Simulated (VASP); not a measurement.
# Rh (P6_3/mmc) in VASP: further runs, part 2 of 2

VASP 6.6.1.

**3. Single point, r2SCAN (strain -0.015 along x and y, -0.030 along z)**

Input file POSCAR:

```
Rh
1.0
    2.6900143566      0.0000000000      0.0000000000
   -1.3450071783      2.3296207694      0.0000000000
    0.0000000000      0.0000000000      4.2956343300
Rh
2
Direct
    0.6666666667      0.3333333333      0.7500000000
    0.3333333333      0.6666666667      0.2500000000
```

Input file INCAR.step1:

```
ALGO = Normal ; EDIFF = 1E-4
ENCUT = 520 ; GGA = PE
ISMEAR = 0 ; LASPH = True
LCHARG = False ; LREAL = False
LWAVE = True ; NBANDS = 22
NELM = 80 ; PREC = Accurate
SIGMA = 0.15
```

Input file INCAR.step2:

```
ALGO = Normal ; EDIFF = 1E-7
ENCUT = 520 ; ISIF = 2
ISMEAR = 0 ; ISTART = 1
LASPH = True ; LCHARG = True
LELF = True ; LMIXTAU = True
LREAL = False ; LVHAR = True
LWAVE = False ; METAGGA = R2SCAN
NBANDS = 22 ; NELM = 80
PREC = Accurate ; SIGMA = 0.15
```

Input file KPOINTS:

```
k-points
0
Gamma
  18 18 12
```

Potentials or basis: VASP PAW PBE potentials, release 64 (Rh_pv).

The run is started by

```console
cat potpaw_PBE.64/Rh_pv/POTCAR > POTCAR
cp INCAR.step1 INCAR
mpirun -np 1 vasp_std > vasp.out
cp INCAR.step2 INCAR
mpirun -np 1 vasp_std > vasp.out
```

OUTCAR:

```text
EDIFF = 1E-7
   ENCUT = 520
   ISIF = 2
   ISMEAR = 0
   ISTART = 1
   LASPH = True
   LREAL = False
   METAGGA = R2SCAN
   NELM = 80
   PREC = Accurate

 ion  position               nearest neighbor table
   1  0.667  0.333  0.750-   2 2.65   2 2.65   2 2.65   2 2.65   2 2.65   2 2.65
   2  0.333  0.667  0.250-   1 2.65   1 2.65   1 2.65   1 2.65   1 2.65   1 2.65

  LATTYP: Found a hexagonal cell.
 ALAT       =     2.6900143566
 C/A-ratio  =     1.5968815629

  Lattice vectors:

 A1 = (   2.6900143566,   0.0000000000,   0.0000000000)
 A2 = (  -1.3450071783,   2.3296207694,   0.0000000000)
 A3 = (   0.0000000000,   0.0000000000,   4.2956343300)

Analysis of symmetry for initial positions (statically):
=====================================================================
 Subroutine PRICEL returns:
 Original cell was already a primitive cell.

 Routine SETGRP: Setting up the symmetry group for a
 hexagonal supercell.

 Subroutine GETGRP returns: Found 24 space group operations
 (whereof 12 operations were pure point group operations)
[... 156 lines left out ...]

 number of electron      29.9999996 magnetization

 Free energy of the ion-electron system (eV)
  ---------------------------------------------------
  ext. energy  EPLUGINS =         0.00000000
  ---------------------------------------------------
  free energy    TOTEN  =       -48.18161956 eV

  energy without entropy =      -48.14839229  energy(sigma->0) =      -48.16500592

 E-fermi :  12.2437     XC(G=0): -15.3670

 val. band max:       12.2419951995   @ k =   0.1111   0.0556   0.3333
 cond. band min:      12.2441035035   @ k =   0.3889   0.1667   0.0833
 fundamental gap:      0.0021083040
 Fermi energy:        12.2437032116

 k-point     1 :       0.0000    0.0000    0.0000
  band No.  band energies     occupation
      1     -36.5755      2.00000
      2     -35.8055      2.00000
      3     -35.8055      2.00000
      4     -35.6821      2.00000
      5     -35.6733      2.00000
      6     -35.6733      2.00000
[... 589 lines left out ...]
     21      24.7826      0.00000
     22      27.8504      0.00000

 [... further k-points ...]
[... 5 lines left out ...]
  --------------------------------------------------------------------------------------
  -------------------------------------------------------------------------------------
  Total        1.1997045      1.1997045      1.7050851      0.0000000      0.0000000     -0.0000000
  in kB       71.4032088     71.4032088    101.4821128      0.0000000      0.0000000     -0.0000000
  external PRESSURE =      81.4295101 kB  Pullay stress =       0.0000000 kB

 VOLUME and BASIS-vectors are now :
 -----------------------------------------------------------------------------
  energy-cutoff  :      520.00
  volume of cell :       26.92
      direct lattice vectors                 reciprocal lattice vectors
     2.690014357  0.000000000  0.000000000     0.371745228  0.214627207  0.000000000
    -1.345007178  2.329620769  0.000000000     0.000000000  0.429254415  0.000000000
     0.000000000  0.000000000  4.295634330     0.000000000  0.000000000  0.232794489

 POSITION                                       TOTAL-FORCE (eV/Angst)
 -----------------------------------------------------------------------------------
      1.34501      0.77654      3.22173        -0.000000      0.000000      0.000000
     -0.00000      1.55308      1.07391         0.000000      0.000000      0.000000
 -----------------------------------------------------------------------------------
    total drift:                                0.000000     -0.000000      0.000000

  FREE ENERGIE OF THE ION-ELECTRON SYSTEM (eV)
  ---------------------------------------------------
  free  energy   TOTEN  =       -48.1816195582 eV

  energy  without entropy=      -48.1483922907  energy(sigma->0) =      -48.16500592
```

OUTCAR.step1:

```text
EDIFF = 1E-4
   ENCUT = 520
   GGA = PE
   ISMEAR = 0
   LASPH = True
[... 824 lines left out ...]
 -----------------------------------------------------------------------------------
      1.34501      0.77654      3.22173        -0.000000      0.000000      0.000000
     -0.00000      1.55308      1.07391         0.000000     -0.000000      0.000000
 -----------------------------------------------------------------------------------
    total drift:                                0.000000     -0.000000      0.000000

  FREE ENERGIE OF THE ION-ELECTRON SYSTEM (eV)
  ---------------------------------------------------
  free  energy   TOTEN  =       -14.4067774392 eV

  energy  without entropy=      -14.3724591740  energy(sigma->0) =      -14.38961831
```

OSZICAR.step1:

```text
N       E                     dE             d eps       ncg     rms          rms(c)
DAV:   1     0.328111087242E+03    0.32811E+03   -0.19016E+04 11444   0.160E+03
DAV:   2    -0.813930887404E+01   -0.33625E+03   -0.32447E+03 11786   0.477E+02
DAV:   3    -0.153165747665E+02   -0.71773E+01   -0.71382E+01 13310   0.784E+01
DAV:   4    -0.153642258926E+02   -0.47651E-01   -0.47647E-01 12768   0.644E+00
DAV:   5    -0.153649840158E+02   -0.75812E-03   -0.75812E-03 13426   0.837E-01    0.154E+01
DAV:   6    -0.144507272452E+02    0.91426E+00   -0.20193E+00 12560   0.154E+01    0.563E+00
DAV:   7    -0.144131506140E+02    0.37577E-01   -0.60234E-02 13376   0.229E+00    0.237E+00
DAV:   8    -0.144072155721E+02    0.59350E-02   -0.10125E-02 11870   0.115E+00    0.419E-01
DAV:   9    -0.144067685576E+02    0.44701E-03   -0.39288E-04 12850   0.235E-01    0.280E-02
DAV:  10    -0.144067774392E+02   -0.88817E-05   -0.74212E-06  6256   0.284E-02
   1 F= -.14406777E+02 E0= -.14389618E+02  d E =-.343183E-01
```

Wall time 11 min (1 thread of AMD EPYC 7R43 (Zen 3), shared host); peak memory 0.19 GiB.

Results:

* Free energy: -48.1816 eV
* Pressure: 8.1 GPa
* Band gap on the k mesh: zero (bands 15 and 16 overlap by 2.59 eV)

Stress tensor (GPa, compression positive):
```
 7.14  0.00  0.00
 0.00  7.14  0.00
 0.00  0.00 10.15
```

Levels at points of the mesh, in eV from the Fermi level:
```tsv
k point	band 12	band 13	band 14	band 15	band 16	band 17	band 18	band 19
(0.00, 0.00, 0.00)	-2.69	-2.69	-2.17	-2.17	0.13	0.13	0.99	9.49
(0.50, 0.00, 0.00)	-2.35	-2.31	0.38	0.70	0.73	3.23	5.50	11.09
(0.00, 0.00, 0.50)	-3.42	-3.36	-3.36	-0.48	-0.48	-0.48	-0.48	15.71
(0.50, 0.00, 0.50)	-1.86	-0.33	-0.33	0.60	0.60	2.89	2.89	10.01
```

Caveat: the cell differs from its parent crystal (strain -0.015 along x and y, -0.030 along z); the cell stands under pressure; the PAW data sets were made with another functional, which shifts forces and pressure a little.

**4. Single point, r2SCAN (strain +0.000 along x and y, -0.030 along z)**

Input file POSCAR:

```
Rh
1.0
    2.7309790422      0.0000000000      0.0000000000
   -1.3654895211      2.3650972278      0.0000000000
    0.0000000000      0.0000000000      4.2956343300
Rh
2
Direct
    0.6666666667      0.3333333333      0.7500000000
    0.3333333333      0.6666666667      0.2500000000
```

Input file INCAR.step1:

```
PREC = Accurate ; ENCUT = 520
ISMEAR = 0 ; SIGMA = 0.15
LREAL = False ; LASPH = True
NELM = 60 ; NBANDS = 22
GGA = PE ; ALGO = Normal
EDIFF = 1E-4 ; LWAVE = True
LCHARG = False
```

Input file INCAR.step2:

```
PREC = Accurate ; ENCUT = 520
EDIFF = 1E-6 ; ISMEAR = 0
SIGMA = 0.15 ; LREAL = False
LASPH = True ; NELM = 60
ALGO = Normal ; ISIF = 2
LWAVE = False ; LCHARG = True
METAGGA = R2SCAN ; LMIXTAU = True
LELF = True ; LVHAR = True
NBANDS = 22 ; ISTART = 1
```

Input file KPOINTS:

```
Automatic mesh
0
Gamma
  18 18 12
```

The run is started by

```console
cat potpaw_PBE.64/Rh_pv/POTCAR > POTCAR
cp INCAR.step1 INCAR
mpirun -np 1 vasp_std > vasp.out
cp INCAR.step2 INCAR
mpirun -np 1 vasp_std > vasp.out
```

It took 8.4 min on 1 thread of AMD EPYC 7R43 (Zen 3), shared host; peak memory 0.2 GiB.

Results (log left out):

| Property | Result |
| --- | --- |
| Free energy | -48.1926 eV |
| Pressure | -0.6 GPa |
| Band gap on the k mesh | zero (bands 15 and 16 overlap by 2.41 eV) |

Stress tensor (GPa, compression positive):
```
-2.72  0.00  0.00
 0.00 -2.72  0.00
 0.00  0.00  3.69
```

Levels at points of the mesh, in eV from the Fermi level:
| k point | band 11 | band 12 | band 13 | band 14 | band 15 | band 16 | band 17 | band 18 | band 19 | band 20 |
| --- | --- | --- | --- | --- | --- | --- | --- | --- | --- | --- |
| (0.00, 0.00, 0.00) | -2.98 | -2.55 | -2.55 | -2.18 | -2.18 | 0.12 | 0.12 | 1.18 | 9.39 | 16.47 |
| (0.50, 0.00, 0.00) | -2.66 | -2.26 | -2.18 | 0.27 | 0.64 | 0.71 | 3.08 | 5.26 | 10.90 | 11.51 |
| (0.00, 0.00, 0.50) | -3.31 | -3.31 | -3.16 | -3.16 | -0.46 | -0.46 | -0.46 | -0.46 | 15.69 | 15.69 |
| (0.50, 0.00, 0.50) | -1.83 | -1.83 | -0.32 | -0.32 | 0.50 | 0.50 | 2.81 | 2.81 | 9.65 | 9.65 |

Caveat: the cell differs from its parent crystal (strain +0.000 along x and y, -0.030 along z); the stress differs along the axes, from -3 to 4 GPa; the PAW data sets were made with another functional, which shifts forces and pressure a little.

**5. Single point, r2SCAN (strain -0.015 along x and y, +0.000 along z)**

Input file POSCAR:

```
Rh
1.0
    2.6900143566      0.0000000000      0.0000000000
   -1.3450071783      2.3296207694      0.0000000000
    0.0000000000      0.0000000000      4.4284890000
Rh
2
Direct
    0.6666666667      0.3333333333      0.7500000000
    0.3333333333      0.6666666667      0.2500000000
```

Input file INCAR.step1:

```
ALGO = Normal
EDIFF = 1E-4
ENCUT = 520
GGA = PE
ISMEAR = 0
LASPH = True
LCHARG = False
LREAL = False
LWAVE = True
NBANDS = 22
NELM = 60
PREC = Accurate
SIGMA = 0.15
```

Input file INCAR.step2:

```
ALGO = Normal
EDIFF = 1E-6
ENCUT = 520
ISIF = 2
ISMEAR = 0
ISTART = 1
LASPH = True
LCHARG = False
LMIXTAU = True
LREAL = False
LWAVE = False
METAGGA = R2SCAN
NBANDS = 22
NELM = 60
PREC = Accurate
SIGMA = 0.15
```

Input file KPOINTS:

```
k-points
0
Gamma
  18 18 12
```

Potentials or basis: VASP PAW PBE potentials, release 64 (Rh_pv).

The run is started by

```console
cat potpaw_PBE.64/Rh_pv/POTCAR > POTCAR
cp INCAR.step1 INCAR
mpirun -np 1 vasp_std > vasp.out
cp INCAR.step2 INCAR
mpirun -np 1 vasp_std > vasp.out
```

OUTCAR:

```text
EDIFF = 1E-6
   ENCUT = 520
   ISIF = 2
   ISMEAR = 0
   ISTART = 1
   LASPH = True
   LREAL = False
   METAGGA = R2SCAN
   NELM = 60
   PREC = Accurate

 ion  position               nearest neighbor table
   1  0.667  0.333  0.750-   2 2.70   2 2.70   2 2.70   2 2.70   2 2.70   2 2.70
   2  0.333  0.667  0.250-   1 2.70   1 2.70   1 2.70   1 2.70   1 2.70   1 2.70

  LATTYP: Found a hexagonal cell.
 ALAT       =     2.6900143566
 C/A-ratio  =     1.6462696525

  Lattice vectors:

 A1 = (   2.6900143566,   0.0000000000,   0.0000000000)
 A2 = (  -1.3450071783,   2.3296207694,   0.0000000000)
 A3 = (   0.0000000000,   0.0000000000,   4.4284890000)

Analysis of symmetry for initial positions (statically):
=====================================================================
 Subroutine PRICEL returns:
 Original cell was already a primitive cell.

 Routine SETGRP: Setting up the symmetry group for a
 hexagonal supercell.

 Subroutine GETGRP returns: Found 24 space group operations
 (whereof 12 operations were pure point group operations)
 out of a pool of 24 trial point group operations.

The static configuration has the point symmetry D_3d.
[... 161 lines left out ...]

  energy without entropy =      -48.15851663  energy(sigma->0) =      -48.17644765

 E-fermi :  11.6528     XC(G=0): -15.1378

 val. band max:       11.6513317214   @ k =   0.2222   0.1667   0.1667
 cond. band min:      11.6543175773   @ k =   0.3889   0.0556   0.1667
 fundamental gap:      0.0029858560
 Fermi energy:        11.6528170400

 k-point     1 :       0.0000    0.0000    0.0000
  band No.  band energies     occupation
      1     -36.9417      2.00000
      2     -36.2803      2.00000
      3     -36.2803      2.00000
      4     -36.1945      2.00000
      5     -36.1792      2.00000
      6     -36.1792      2.00000
[... 589 lines left out ...]
     21      24.3573      0.00000
     22      27.0206      0.00000

 [... further k-points ...]

------------------------ aborting loop because EDIFF is reached ----------------------------------------

  FORCE on cell =-STRESS in cart. coord.  units (eV):
  Direction    XX          YY          ZZ          XY          YZ          ZX
  --------------------------------------------------------------------------------------
  -------------------------------------------------------------------------------------
  Total        0.1578853      0.1578853     -0.8020536      0.0000000     -0.0000000     -0.0000000
  in kB        9.1150043      9.1150043    -46.3040085      0.0000000     -0.0000000     -0.0000000
  external PRESSURE =      -9.3580000 kB  Pullay stress =       0.0000000 kB

 VOLUME and BASIS-vectors are now :
 -----------------------------------------------------------------------------
  energy-cutoff  :      520.00
  volume of cell :       27.75
      direct lattice vectors                 reciprocal lattice vectors
     2.690014357  0.000000000  0.000000000     0.371745228  0.214627207  0.000000000
    -1.345007178  2.329620769  0.000000000     0.000000000  0.429254415  0.000000000
     0.000000000  0.000000000  4.428489000     0.000000000  0.000000000  0.225810655

 POSITION                                       TOTAL-FORCE (eV/Angst)
 -----------------------------------------------------------------------------------
      1.34501      0.77654      3.32137         0.000000     -0.000000      0.000000
     -0.00000      1.55308      1.10712        -0.000000      0.000000      0.000000
 -----------------------------------------------------------------------------------
    total drift:                               -0.000000      0.000000     -0.000000

  FREE ENERGIE OF THE ION-ELECTRON SYSTEM (eV)
  ---------------------------------------------------
  free  energy   TOTEN  =       -48.1943786706 eV

  energy  without entropy=      -48.1585166280  energy(sigma->0) =      -48.17644765
```

OUTCAR.step1:

```text
EDIFF = 1E-4
   ENCUT = 520
   GGA = PE
   ISMEAR = 0
   LASPH = True
[... 824 lines left out ...]
 -----------------------------------------------------------------------------------
      1.34501      0.77654      3.32137         0.000000      0.000000      0.000000
     -0.00000      1.55308      1.10712        -0.000000      0.000000      0.000000
 -----------------------------------------------------------------------------------
    total drift:                               -0.000000      0.000000     -0.000000

  FREE ENERGIE OF THE ION-ELECTRON SYSTEM (eV)
  ---------------------------------------------------
  free  energy   TOTEN  =       -14.4478407987 eV

  energy  without entropy=      -14.4107678050  energy(sigma->0) =      -14.42930430
```

OSZICAR.step1:

```text
N       E                     dE             d eps       ncg     rms          rms(c)
DAV:   1     0.326725771694E+03    0.32673E+03   -0.19119E+04 11452   0.159E+03
DAV:   2    -0.829886904578E+01   -0.33502E+03   -0.32335E+03 11822   0.473E+02
DAV:   3    -0.153718934164E+02   -0.70730E+01   -0.70294E+01 13310   0.775E+01
DAV:   4    -0.154192896888E+02   -0.47396E-01   -0.47390E-01 12726   0.639E+00
DAV:   5    -0.154200450267E+02   -0.75534E-03   -0.75533E-03 13428   0.838E-01    0.142E+01
DAV:   6    -0.144855403316E+02    0.93450E+00   -0.21465E+00 12596   0.157E+01    0.500E+00
DAV:   7    -0.144538586453E+02    0.31682E-01   -0.49080E-02 13100   0.199E+00    0.225E+00
DAV:   8    -0.144482466153E+02    0.56120E-02   -0.88839E-03 12182   0.107E+00    0.380E-01
DAV:   9    -0.144478362834E+02    0.41033E-03   -0.36141E-04 12256   0.224E-01    0.198E-02
DAV:  10    -0.144478407987E+02   -0.45154E-05   -0.85599E-06  6370   0.297E-02
   1 F= -.14447841E+02 E0= -.14429304E+02  d E =-.370730E-01
```

It took 8.9 min on 1 thread of AMD EPYC 7R43 (Zen 3), shared host; peak memory 0.2 GiB.

Results:

- Free energy: -48.1944 eV
- Pressure: -0.9 GPa
- Band gap on the k mesh: zero (bands 15 and 16 overlap by 2.51 eV)

Stress tensor (GPa, compression positive):
```
 0.91  0.00  0.00
 0.00  0.91  0.00
 0.00  0.00 -4.63
```

Caveat: the cell differs from its parent crystal (strain -0.015 along x and y, +0.000 along z); the stress differs along the axes, from -5 to 1 GPa; the PAW data sets were made with another functional, which shifts forces and pressure a little.

**6. Overview**

| cell | gap on the mesh (eV) | pressure (GPa) |
| --- | --- | --- |
| a = 2.649, b = 2.649, c = 4.296 Å, angles 90.0, 90.0, 120.0°, 2 atoms | none | 18.6 |
| a = 2.690, b = 2.690, c = 4.296 Å, angles 90.0, 90.0, 120.0°, 2 atoms | none | 8.1 |
| a = 2.731, b = 2.731, c = 4.296 Å, angles 90.0, 90.0, 120.0°, 2 atoms | none | -0.6 |
| a = 2.690, b = 2.690, c = 4.428 Å, angles 90.0, 90.0, 120.0°, 2 atoms | none | -0.9 |

Alike in all rows: task single point; level r2SCAN; potentials or basis VASP PAW PBE potentials, release 64 (Rh_pv); no spin polarisation; k mesh 18 × 18 × 12; cutoff (eV) 520; smearing gaussian 0.15 eV.

Caveats: the PAW data sets were made with another functional, which shifts forces and pressure a little; the cell stands under pressure (at least some runs); the stress differs along the axes, from -3 to 4 GPa (at least some runs); the stress differs along the axes, from -5 to 1 GPa (at least some runs).

Total energies depend on the potentials used, so only differences within one code and one set of settings carry meaning.
